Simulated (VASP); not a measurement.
InSb, 4 atoms in the cell. The structure is hexagonal, space group P6_3/mmc (No. 194). The conventional cell has a = 5.030 Å, b = 5.030 Å, c = 6.206 Å, α = 90.00°, β = 90.00°, γ = 120.00°. Within 3.8 Å of In (site symmetry -6m2) lie 5 Sb at 2.90 to 3.10 Å. Sb (site symmetry -6m2) has 5 In at 2.90 to 3.10 Å within 3.8 Å. 

```yaml
Program: VASP 6.6.1
Task: single point
Functional: r2SCAN
Potentials_or_basis: VASP PAW PBE potentials, release 64 (In_d, Sb)
Cutoff: 520 eV
k_mesh: 6 × 6 × 4
Occupations: fermi-dirac, width 0.02 eV
Spin: no spin polarisation
Dipole_correction: no
Further_INCAR_settings: ALGO = Normal; EDIFF = 1e-06; NBANDS = 26
```

Potentials or basis: VASP PAW PBE potentials, release 64 (In_d, Sb).

Run with:

```sh
$ cat potpaw_PBE.64/In_d/POTCAR potpaw_PBE.64/Sb/POTCAR > POTCAR
$ cp INCAR.step1 INCAR
$ mpirun -np 1 vasp_std > vasp.out
$ cp INCAR.step2 INCAR
$ mpirun -np 1 vasp_std > vasp.out
```

Hardware: 1 thread of Intel Xeon 8259CL (shared host).

Q: How long does it take, and how much memory?

A: It took 7.1 min on 1 thread of Intel Xeon 8259CL (shared host), peak memory 0.33 GiB. Counts: k points 21.
